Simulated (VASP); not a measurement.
Runs of VASP 6.6.1 on ZnO. The structure is that of space group Pm-3m (No. 221), or close to it. The cells are those of the table. 

```csv
task,level,potentials or basis,cell,k mesh,cutoff (eV),gap on the mesh (eV),pressure (GPa)
single point,PBEsol,"VASP PAW PBE potentials, release 64 (Zn, O_h)","a = 2.645 Å, 2 atoms",8 × 8 × 8,1340,none,(a)
single point,r2SCAN,"VASP PAW PBE potentials, release 64 (Zn, O_h)","a = 2.646 Å, 2 atoms",10 × 10 × 10,1480,none,1.3
single point,LDA,"VASP PAW LDA potentials, release 64 (Zn, O_h)","a = 2.646 Å, 2 atoms",10 × 10 × 10,1340,none,-6.3
relaxation of cell and atoms,PBE,"VASP PAW PBE potentials, release 64 (Zn, O_h)","relaxed from a = 2.243 Å, 2 atoms",10 × 10 × 10,1340,none,0.0
```

Alike in all rows: no spin polarisation; smearing fermi-dirac 0.02 eV.

Estimate the missing entries.

(a) 0.9.

Caveats: the structure was generated, so it needn't be the stable form of ZnO; semilocal functionals underestimate gaps, and a narrow one can read as zero (at least some runs); the PAW data sets were made with another functional, which shifts forces and pressure a little (at least some runs); the cell stands under tension (at least some runs).

A gap of «none» marks levels without a gap at the run's occupations.
